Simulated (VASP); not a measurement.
Set up this calculation in VASP 6.6.1, as the native input.

| Item | Value |
| --- | --- |
| Task | single point |
| Functional | PBE |
| Potentials or basis | VASP PAW PBE potentials, release 64 (Sr_sv, Ti_sv, O) |
| Cutoff | 520 eV |
| k mesh | 6 × 6 × 4 |
| Occupations | gaussian, width 0.1 eV |
| Spin | collinear spin |
| Starting moments | [0.0, 1.0, 0.0] μB |
| Dipole correction | no |
| Further INCAR settings | ALGO = Normal; EDIFF = 1e-06; NBANDS = 25 |

The structure of SrTiO lies in POSCAR:

```
SrTiO
1.0
    3.3771791693      0.0000000000      0.0000000000
    0.0000000000      3.3771791693      0.0000000000
    0.0000000000      0.0000000000      7.7909953945
Sr Ti O
1 1 1
Direct
    0.5000000000      0.5000000000      0.0000000000
    0.5000000000      0.5000000000      0.5000000000
    0.0000000000      0.0000000000      0.0000000000
```

The cell was built from a structure type or drawn by symmetry, and may not be a known phase.

These files were run (other wordings do the same):

INCAR

```
SYSTEM = SrTiO
PREC = Accurate ; ENCUT = 520
EDIFF = 1E-6 ; ISMEAR = 0
SIGMA = 0.1 ; LREAL = .FALSE.
LASPH = .TRUE. ; NELM = 150
ALGO = Normal ; ISIF = 2
LWAVE = .FALSE. ; LCHARG = .TRUE.
ISPIN = 2 ; MAGMOM = 0 1 0
LORBIT = 11 ; LMAXMIX = 4
GGA = PE ; LELF = .TRUE.
LVHAR = .TRUE. ; NBANDS = 25
```

KPOINTS

```
Automatic mesh
0
G
  6 6 4
  0 0 0
```

Potentials or basis: VASP PAW PBE potentials, release 64 (Sr_sv, Ti_sv, O).

Launch:

```bash
$ cat potpaw_PBE.64/Sr_sv/POTCAR potpaw_PBE.64/Ti_sv/POTCAR potpaw_PBE.64/O/POTCAR > POTCAR
$ mpirun -np 1 vasp_std > vasp.out
```

Results of the run:

```
Pressure                                              : 0.4 GPa
Net moment                                            : 2.83 μB per cell
Site moments                                          : Sr +0.01; Ti +1.89; O -0.00 μB
Valence electrons inside the program's atomic spheres : Sr 8.14; Ti 10.06; O 4.98
```

Run time: 7.4 min on 1 thread of Intel Xeon 8259CL, with other jobs on the host, peak memory 0.31 GiB.
